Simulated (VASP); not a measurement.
# NaCl (Fm-3m) in VASP: settings compared, part 2 of 2

VASP 6.6.1. Earlier steps stand in the parts before.

## (3) Single point, PBEsol

This run uses another cell than the first one, of 21.93 Å³/atom.

Input file INCAR:

```
SYSTEM = NaCl
ALGO = Normal
EDIFF = 1E-6
ENCUT = 520
GGA = PS
ISIF = 2
ISMEAR = -1
LASPH = .True.
LCHARG = .False.
LREAL = .False.
LWAVE = .False.
NBANDS = 14
NELM = 60
PREC = Accurate
SIGMA = 0.02
```

Input file KPOINTS:

```
k-points
0
Gamma
  8 8 8
  0 0 0
```

Input file POSCAR:

```
NaCl
1.0
    0.0000000000      2.7992469031      2.7992469031
    2.7992469031      0.0000000000      2.7992469031
    2.7992469031      2.7992469031      0.0000000000
Na Cl
1 1
Direct
    0.0000000000      0.0000000000      0.0000000000
    0.5000000000      0.5000000000      0.5000000000
```

Potentials or basis: VASP PAW PBE potentials, release 64 (Na_pv, Cl).

On the command line:

```
> cat potpaw_PBE.64/Na_pv/POTCAR potpaw_PBE.64/Cl/POTCAR > POTCAR
> mpirun -np 1 vasp_std > vasp.out
```

OUTCAR:

```text
SYSTEM = NaCl
   EDIFF = 1E-6
   ENCUT = 520
   GGA = PS
   ISIF = 2
   ISMEAR = -1
   LASPH = .True.
   LREAL = .False.
   NELM = 60
   PREC = Accurate

 ion  position               nearest neighbor table
   1  0.000  0.000  0.000-
   2  0.500  0.500  0.500-

  LATTYP: Found a face centered cubic cell.
 ALAT       =     5.5984938062

  Lattice vectors:

 A1 = (   0.0000000000,   2.7992469031,   2.7992469031)
 A2 = (   2.7992469031,   0.0000000000,   2.7992469031)
 A3 = (   2.7992469031,   2.7992469031,   0.0000000000)

Analysis of symmetry for initial positions (statically):
=====================================================================
 Subroutine PRICEL returns:
 Original cell was already a primitive cell.

 Routine SETGRP: Setting up the symmetry group for a
 face centered cubic supercell.

 Subroutine GETGRP returns: Found 48 space group operations
 (whereof 48 operations were pure point group operations)
 out of a pool of 48 trial point group operations.

The static configuration has the point symmetry O_h .

Analysis of symmetry for dynamics (positions and initial velocities):
=====================================================================
 Subroutine PRICEL returns:
 Original cell was already a primitive cell.

 Routine SETGRP: Setting up the symmetry group for a
 face centered cubic supercell.

 Subroutine GETGRP returns: Found 48 space group operations
 (whereof 48 operations were pure point group operations)
 out of a pool of 48 trial point group operations.

The dynamic configuration has the point symmetry O_h .

 Subroutine INISYM returns: Found 48 space group operations
 (whereof 48 operations are pure point group operations),
 and found     1 'primitive' translations

----------------------------------------------------------------------------------------

                                     Primitive cell

  volume of cell :      43.8686

  direct lattice vectors                    reciprocal lattice vectors
     0.000000000  2.799246903  2.799246903    -0.178619471  0.178619471  0.178619471
     2.799246903  0.000000000  2.799246903     0.178619471 -0.178619471  0.178619471
[... 117 lines left out ...]
  energy-cutoff  :      520.00
  volume of cell :       43.87
 maximum number of plane-waves:      1243
 NGX is ok and might be reduce to    30
   NGX = 15   NGY = 15   NGZ = 15

 number of electron      14.0000005 magnetization

 Free energy of the ion-electron system (eV)
  ---------------------------------------------------
  ext. energy  EPLUGINS =         0.00000000
  ---------------------------------------------------
  free energy    TOTEN  =        -6.99823805 eV

  energy without entropy =       -6.99823805  energy(sigma->0) =       -6.99823805

 E-fermi :  -0.1356     XC(G=0):  -8.4315

 val. band max:       -0.6556599203   @ k =   0.0000   0.0000   0.0000
 cond. band min:       4.3580255966   @ k =   0.0000   0.0000   0.0000
 fundamental gap:      5.0136855170
 Fermi energy:        -0.1355984438

 k-point     1 :       0.0000    0.0000    0.0000
  band No.  band energies     occupation
      1     -21.2661      2.00000
      2     -21.2661      2.00000
      3     -21.2661      2.00000
      4     -13.3515      2.00000
      5      -0.6557      2.00000
      6      -0.6557      2.00000
      7      -0.6557      2.00000
      8       4.3580      0.00000
      9      10.3628      0.00000
     10      10.3628      0.00000
     11      10.3628      0.00000
     12      12.6128      0.00000
     13      12.6128      0.00000
     14      14.0223      0.00000
[... 377 lines left out ...]
      1     -21.2933      2.00000
      2     -21.2754      2.00000
      3     -21.2710      2.00000
      4     -12.9476      2.00000
      5      -2.4084      2.00000
      6      -1.4701      2.00000
      7      -1.0941      2.00000
      8       7.5460      0.00000
      9       8.8931      0.00000
     10       9.5304      0.00000
     11      11.0487      0.00000
     12      13.6809      0.00000
     13      14.9990      0.00000
     14      16.0781      0.00000

 [... further k-points ...]

------------------------ aborting loop because EDIFF is reached ----------------------------------------

  FORCE on cell =-STRESS in cart. coord.  units (eV):
  Direction    XX          YY          ZZ          XY          YZ          ZX
  --------------------------------------------------------------------------------------
  -------------------------------------------------------------------------------------
  Total        0.0194224      0.0194224      0.0194224      0.0000000     -0.0000000      0.0000000
  in kB        0.7093504      0.7093504      0.7093504      0.0000000     -0.0000000      0.0000000
  external PRESSURE =       0.7093504 kB  Pullay stress =       0.0000000 kB

 VOLUME and BASIS-vectors are now :
 -----------------------------------------------------------------------------
  energy-cutoff  :      520.00
  volume of cell :       43.87
      direct lattice vectors                 reciprocal lattice vectors
     0.000000000  2.799246903  2.799246903    -0.178619471  0.178619471  0.178619471
     2.799246903  0.000000000  2.799246903     0.178619471 -0.178619471  0.178619471
     2.799246903  2.799246903  0.000000000     0.178619471  0.178619471 -0.178619471

 POSITION                                       TOTAL-FORCE (eV/Angst)
 -----------------------------------------------------------------------------------
      0.00000      0.00000      0.00000        -0.000000     -0.000000     -0.000000
      2.79925      2.79925      2.79925         0.000000      0.000000      0.000000
 -----------------------------------------------------------------------------------
    total drift:                               -0.000000      0.000000      0.000000

  FREE ENERGIE OF THE ION-ELECTRON SYSTEM (eV)
  ---------------------------------------------------
  free  energy   TOTEN  =        -6.9982380539 eV

  energy  without entropy=       -6.9982380539  energy(sigma->0) =       -6.99823805
```

OSZICAR:

```text
N       E                     dE             d eps       ncg     rms          rms(c)
DAV:   1     0.978053938357E+02    0.97805E+02   -0.71250E+03   826   0.101E+03
DAV:   2     0.618181649333E+00   -0.97187E+02   -0.88940E+02   886   0.274E+02
DAV:   3    -0.703583429695E+01   -0.76540E+01   -0.76112E+01  1070   0.711E+01
DAV:   4    -0.715703291580E+01   -0.12120E+00   -0.12112E+00   956   0.954E+00
DAV:   5    -0.715965487177E+01   -0.26220E-02   -0.26218E-02  1018   0.144E+00    0.192E+00
DAV:   6    -0.700541596661E+01    0.15424E+00   -0.24845E-01   992   0.350E+00    0.137E+00
DAV:   7    -0.699488149505E+01    0.10534E-01   -0.61534E-02  1096   0.164E+00    0.930E-01
DAV:   8    -0.699831910608E+01   -0.34376E-02   -0.75299E-03   914   0.794E-01    0.285E-01
DAV:   9    -0.699821270568E+01    0.10640E-03   -0.19568E-04  1040   0.107E-01    0.174E-01
DAV:  10    -0.699824724725E+01   -0.34542E-04   -0.26715E-04   920   0.106E-01    0.549E-02
DAV:  11    -0.699823876994E+01    0.84773E-05   -0.16810E-05  1028   0.317E-02    0.180E-02
DAV:  12    -0.699823805394E+01    0.71600E-06   -0.29037E-06   944   0.112E-02
   1 F= -.69982381E+01 E0= -.69982381E+01  d E =-.578819E-13
```

stdout:

```text
POSCAR found type information on POSCAR NaCl
 POSCAR found :  2 types and       2 ions
 scaLAPACK will be used
 -----------------------------------------------------------------------------
|                                                                             |
|                                                                             |
|     You enforced a specific xc type in the INCAR file but a different       |
|     I HOPE YOU KNOW WHAT YOU ARE DOING!                                     |
|                                                                             |
 -----------------------------------------------------------------------------

 LDA part: xc-table for (Slater+PW92), standard interpolation
 POSCAR, INCAR and KPOINTS ok, starting setup
 FFT: planning ... GRIDC
 FFT: planning ... GRID_SOFT
 FFT: planning ... GRID
 WAVECAR not read
 entering main loop
```

Run time: 12 s. Hardware: 1 thread of Intel Xeon 6975P-C (Granite Rapids), shared host; peak memory 0.16 GiB.

What came out:

* Free energy: -6.9982 eV
* Pressure: 0.1 GPa
* Band gap on the k mesh: 5.01 eV

Levels at points of the mesh, in eV from the valence-band top:
```tsv
k point	band 5	band 6	band 7	band 8	band 9	band 10
(0.00, 0.00, 0.00)	0.00	0.00	0.00	5.01	11.02	11.02
(0.50, 0.00, 0.00)	-2.04	-0.28	-0.28	7.11	10.68	10.91
(0.50, 0.50, 0.00)	-1.76	-0.63	-0.63	7.50	7.87	11.28
```

Caveat: the PAW data sets were made with another functional, which shifts forces and pressure a little.
